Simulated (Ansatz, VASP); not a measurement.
Two plane-wave programs on CaH

```
CELL_PARAMETERS angstrom
2.16209 -3.42715 0.00000
2.16209 3.42715 0.00000
0.00000 0.00000 4.86697
ATOMIC_POSITIONS crystal
Ca 0.31933 0.68067 0.25000
Ca 0.68067 0.31933 0.75000
H 0.66025 0.33975 0.25000
H 0.33975 0.66025 0.75000
```

Alike in both runs: task relaxation of cell and atoms; functional PBE; k mesh 6 × 6 × 4; occupations gaussian, width 0.1 eV; no spin polarisation.

```csv
,VASP,Ansatz
version,VASP 6.6.1,Ansatz 0.2.0
potentials or method,"VASP PAW PBE potentials, release 64 (Ca_sv, H), cutoff 600 eV","scalar-relativistic, plane waves, PAW"
valence electrons in the cell,22,22
```

```csv
,VASP,Ansatz,Ansatz less VASP
"gap on the k mesh at the Fermi level, each at its own relaxed structure (eV)",none,none,-
relaxed volume (Å³/atom),18.04,18.00,-0.040
relaxed length of the cell vector where the two differ most in proportion (Å),4.057,4.112,+0.0557
```

A gap of «none» marks a metal or a gap that the smearing closes.
